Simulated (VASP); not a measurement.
A run of VASP 6.6.1:

Contents of INCAR:

```
SYSTEM = SrO
PREC = Accurate ; ENCUT = 520
EDIFF = 1E-7 ; ISMEAR = 0
SIGMA = 0.05 ; LREAL = .False.
LASPH = .True. ; NELM = 100
ALGO = Normal ; ISIF = 2
LWAVE = .False. ; LCHARG = .False.
GGA = PE ; NBANDS = 24
```

KPOINTS

```
Automatic mesh
0
Gamma
  9 9 4
  0 0 0
```

Contents of POSCAR:

```
SrO
1.0
    3.6663715749      0.0000000000      0.0000000000
   -1.8331857875      3.1751709235      0.0000000000
    0.0000000000      0.0000000000      6.3986871764
Sr O
2 2
Direct
    0.3333333333      0.6666666667      0.2543289672
    0.6666666667      0.3333333333      0.7543289672
    0.0000000000      0.0000000000     -0.0237079882
    0.0000000000      0.0000000000      0.4762920118
```

Potentials or basis: VASP PAW PBE potentials, release 64 (Sr_sv, O).

Run with:

```sh
$ cat potpaw_PBE.64/Sr_sv/POTCAR potpaw_PBE.64/O/POTCAR > POTCAR
$ mpirun -np 1 vasp_std > vasp.out
```

Hardware: 1 thread of Intel Xeon 6975P-C, with other jobs on the host.

**Question.** How long does it take, and how much memory?

**Answer.** It took 51 s on 1 thread of Intel Xeon 6975P-C (shared host), peak memory 0.22 GiB. Counts: scf iterations 16, k points 36.
